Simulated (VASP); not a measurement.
La2O3:

```
La O
1.0
     6.26678    0.00000    0.00000
    -3.13339    5.42719    0.00000
     0.00000    0.00000    3.29977
La O
2 3
Direct
  0.33333 0.66667 0.50000
  0.66667 0.33333 0.50000
  0.49199 0.49199 0.00000
  0.00000 0.50801 0.00000
  0.50801 0.00000 0.00000
```

Base run:

| Item | Value |
| --- | --- |
| Program | VASP 6.6.1 |
| Functional | LDA |
| Potentials or basis | VASP PAW LDA potentials, release 64 (La, O) |
| Cutoff | 520 eV |
| k mesh | 4 × 4 × 6 |
| Occupations | gaussian, width 0.01 eV |
| Spin | no spin polarisation |

Its results: band gap on the k mesh 1.38 eV, indirect (least direct gap 1.90 eV); pressure -3.3 GPa; largest force 0.073 eV/Å.

**Question.** After a change of settings the same cell gave: band gap on the k mesh 1.63 eV, indirect (least direct gap 1.90 eV); pressure -3.3 GPa; largest force 0.073 eV/Å. Which change was it?
A. k mesh from 4 × 4 × 6 to 3 × 3 × 5
B. k mesh from 4 × 4 × 6 to 2 × 2 × 3
C. k mesh from 4 × 4 × 6 to 3 × 3 × 4
D. k mesh from 4 × 4 × 6 to 2 × 2 × 4

**Answer.** A.

Caveats: spin-orbit coupling is left out, which moves the levels of the heavy elements.
